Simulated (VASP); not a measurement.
Here is a VASP 6.6.1 calculation.

The input INCAR:

```
PREC = Accurate
ENCUT = 520
EDIFF = 1E-8
ISMEAR = -1
SIGMA = 0.08
LREAL = False
LASPH = True
NELM = 150
ALGO = Normal
ISIF = 2
LWAVE = False
LCHARG = False
ISPIN = 2
MAGMOM = 7 0
LORBIT = 11
LMAXMIX = 6
GGA = PS
LEFG = True
NBANDS = 23
```

The input KPOINTS:

```
Automatic mesh
0
Gamma
  13 13 13
```

Contents of POSCAR:

```
GdO
1.0
    0.0000000000      2.6688984612      2.6688984612
    2.6688984612      0.0000000000      2.6688984612
    2.6688984612      2.6688984612      0.0000000000
Gd O
1 1
Direct
    0.0000000000      0.0000000000      0.0000000000
    0.7500000000      0.7500000000      0.7500000000
```

Potentials or basis: VASP PAW PBE potentials, release 64 (Gd, O).

Launch:

```bash
$ cat potpaw_PBE.64/Gd/POTCAR potpaw_PBE.64/O/POTCAR > POTCAR
$ mpirun -np 1 vasp_std > vasp.out
```

Q: Predict the site moments.

A: Gd +6.85; O -0.03 μB.

Q: Predict the pressure.

A: -1.1 GPa.

Q: Predict the net moment.

A: 7.48 μB per cell.

Caveat: the PAW data sets were made with another functional, which shifts forces and pressure a little; a cell with one magnetic atom can't hold antiferromagnetic order, which such compounds often take. The state reached can hang on the start; a lower one may exist.
